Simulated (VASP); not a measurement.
Write the native input for VASP 6.6.1 that does the following.

```
Task                   : single point
Functional             : PBE
Potentials or basis    : VASP PAW PBE potentials, release 64 (W_sv)
Cutoff                 : 520 eV
k mesh                 : 16 × 16 × 16
Occupations            : gaussian, width 0.3 eV
Spin                   : no spin polarisation
Dipole correction      : no
Further INCAR settings : ALGO = Fast; EDIFF = 1e-06; NBANDS = 13
```

The structure of W lies in POSCAR:

```
W
1.0
   -1.5916886361      1.5916886361      1.5916886361
    1.5916886361     -1.5916886361      1.5916886361
    1.5916886361      1.5916886361     -1.5916886361
W
1
Direct
    0.0000000000      0.0000000000      0.0000000000
```

These files were run (other wordings do the same):

INCAR

```
PREC = Accurate
ENCUT = 520
EDIFF = 1E-6
ISMEAR = 0
SIGMA = 0.3
LREAL = False
LASPH = True
NELM = 100
ALGO = Fast
ISIF = 2
LWAVE = False
LCHARG = False
GGA = PE
NBANDS = 13
```

KPOINTS

```
regular mesh
0
Gamma
  16 16 16
```

Potentials or basis: VASP PAW PBE potentials, release 64 (W_sv).

Command:

```bash
$ cat potpaw_PBE.64/W_sv/POTCAR > POTCAR
$ mpirun -np 1 vasp_std > vasp.out
```

Results of the run:

| Property | Result |
| --- | --- |
| Pressure | 0.4 GPa |
| Band gap on the k mesh | zero (band 7 reaches 16.24 eV, above the bottom of band 8 at 9.99 eV) |

Caveat: spin-orbit coupling is left out, which moves the levels of the heavy elements.

Wall time 10 s on 1 thread of Intel(R) Xeon(R) 6975P-C (Granite Rapids), with other jobs on the host, peak memory 0.16 GiB.
